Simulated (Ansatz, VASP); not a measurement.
# One calculation of AgCl, two programs

```
Ag Cl
1.0
     0.00000    2.73500    2.73500
     2.73500    0.00000    2.73500
     2.73500    2.73500    0.00000
Ag Cl
1 1
Direct
  0.00000 0.00000 0.00000
  0.50000 0.50000 0.50000
```

Alike in both runs: functional revPBE; k mesh 5 × 5 × 5; occupations fermi-dirac, width 0.05 eV; no spin polarisation.

|  | VASP | Ansatz |
| --- | --- | --- |
| version | VASP 6.6.1 | Ansatz 0.2.0 |
| potentials or method | VASP PAW PBE potentials, release 64 (Ag, Cl) | Ansatz PAW |
| plane-wave cutoff (eV) | 520 | 420 |
| valence electrons in the cell | 18 | 26 |
| task | single point | projected density of states |

|  | VASP | Ansatz | Ansatz less VASP |
| --- | --- | --- | --- |
| gap on the k mesh at the Fermi level (eV) | 1.18 | 1.19 | +0.006 |
| least direct gap on the mesh (eV) | 3.53 | 3.53 | -0.001 |
| pressure (GPa) | 6.2 | 6.4 | +0.19 |

VASP's potentials were made for PBE, not for revPBE. VASP's potentials hold 18 valence electrons a cell and Ansatz's 26, so a difference there can come from the potentials and not from the codes.

Noted on Ansatz's run: odd divisions of the mesh miss points on the zone boundary, where band edges often lie, so the gap on the mesh can be too wide.
